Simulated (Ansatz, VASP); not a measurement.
## TiO2: VASP beside Ansatz

```
Ti O
1.0
     4.59672    0.00000    0.00000
     0.00000    4.59672    0.00000
     0.00000    0.00000    2.95370
Ti O
2 4
Cartesian
  0.0000 0.0000 0.0000
  2.2984 2.2984 1.4769
  1.4002 1.4002 0.0000
  0.8981 3.6986 1.4769
  3.1965 3.1965 0.0000
  3.6986 0.8981 1.4769
```

Alike in both runs: functional r2SCAN; k mesh 6 × 6 × 10; no spin polarisation.

Ansatz relaxed the structure, and its values are those at the end. VASP's run is a single point on that final structure, the one shown.

|  | VASP | Ansatz |
| --- | --- | --- |
| version | VASP 6.6.1 | Ansatz 0.2.0 |
| potentials or method | VASP PAW PBE potentials, release 64 (Ti_sv, O), cutoff 520 eV | scalar-relativistic, plane waves, PAW |
| occupations | gaussian, width 0.01 eV | fixed |
| valence electrons in the cell | 48 | 48 |

|  | VASP | Ansatz | Ansatz less VASP |
| --- | --- | --- | --- |
| gap on the k mesh at the Fermi level (eV) | 2.23 | 2.22 | -0.009 |
| least direct gap on the mesh (eV) | 2.23 | 2.22 | -0.009 |
| pressure (GPa) | 1.3 | 0.0 | -1.26 |
| rms of the force components (eV/Å) | 0.016 | 0.000 | -0.0158 |

VASP's potentials were made for PBE, not for r2SCAN.
